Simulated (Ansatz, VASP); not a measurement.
One calculation of CsPbCl3, two programs

INCAR

```
PREC     = Accurate       # precision mode
ENCUT    = 500            # plane-wave cutoff, eV
EDIFF    = 1E-6           # SCF threshold, eV
ISMEAR   = 0              # smearing method
SIGMA    = 0.02           # smearing width, eV
LREAL    = F              # projectors in reciprocal space
LASPH    = T              # aspherical terms in the spheres
NELM     = 120            # most SCF steps
ALGO     = Normal         # electronic algorithm
ISIF     = 2              # what is computed and relaxed
LWAVE    = F              # write WAVECAR
LCHARG   = T              # write CHGCAR
GGA      = PE             # functional
LELF     = T              # ELF
LVHAR    = T            
NBANDS   = 30             # bands
GGA_COMPAT= F
```

File KPOINTS:

```
Automatic mesh
0
Gamma
  6 6 6
```

File POSCAR:

```
CsPbCl3
1.0
    5.8477578305      0.0000000000      0.0000000000
    0.0000000000      5.8477578305      0.0000000000
    0.0000000000      0.0000000000      5.8477578305
Cs Pb Cl
1 1 3
Direct
    0.0000000000      0.0000000000      0.0000000000
    0.5000000000      0.5000000000      0.5000000000
    0.5000000000      0.5000000000      0.0000000000
    0.0000000000      0.5000000000      0.5000000000
    0.5000000000      0.0000000000      0.5000000000
```

Input for Ansatz:

```yaml
crystal:
  lattice:
    - [5.8477578305, 0.0, 0.0]
    - [0.0, 5.8477578305, 0.0]
    - [0.0, 0.0, 5.8477578305]
  atoms:
    - { symbol: Cs, position: [0.0, 0.0, 0.0] }
    - { symbol: Pb, position: [0.5, 0.5, 0.5] }
    - { symbol: Cl, position: [0.5, 0.5, 0.0] }
    - { symbol: Cl, position: [0.0, 0.5, 0.5] }
    - { symbol: Cl, position: [0.5, 0.0, 0.5] }
basis:
  ecutwfc: 420
kpoints:
  mp_grid: { grid: [6, 6, 6] }
hamiltonian:
  xc: pbe
scf:
  occupations: { method: gaussian, width: 0.02 }
output:
  forces: true
  stress: true
  eigenvalues: true
  write_density: true
  write_potential: true
  elf: true
  volumetric_format: npy
```

Alike in both runs: task single point; functional PBE; k mesh 6 × 6 × 6; occupations gaussian, width 0.02 eV; no spin polarisation.

|  | VASP | Ansatz |
| --- | --- | --- |
| version | VASP 6.6.1 | Ansatz 0.2.0 |
| potentials or method | VASP PAW PBE potentials, release 64 (Cs_sv, Pb_d, Cl), cutoff 500 eV | scalar-relativistic, plane waves, PAW |
| valence electrons in the cell | 44 | 44 |

Ansatz gave:

- gap on the k mesh at the Fermi level (eV): 2.40
- least direct gap on the mesh (eV): 2.40
- pressure (GPa): -1.1

Task: Which values does VASP return?

Result: gap on the k mesh at the Fermi level (eV): 2.40; least direct gap on the mesh (eV): 2.40; pressure (GPa): -1.2.

Spin-orbit coupling is off throughout.
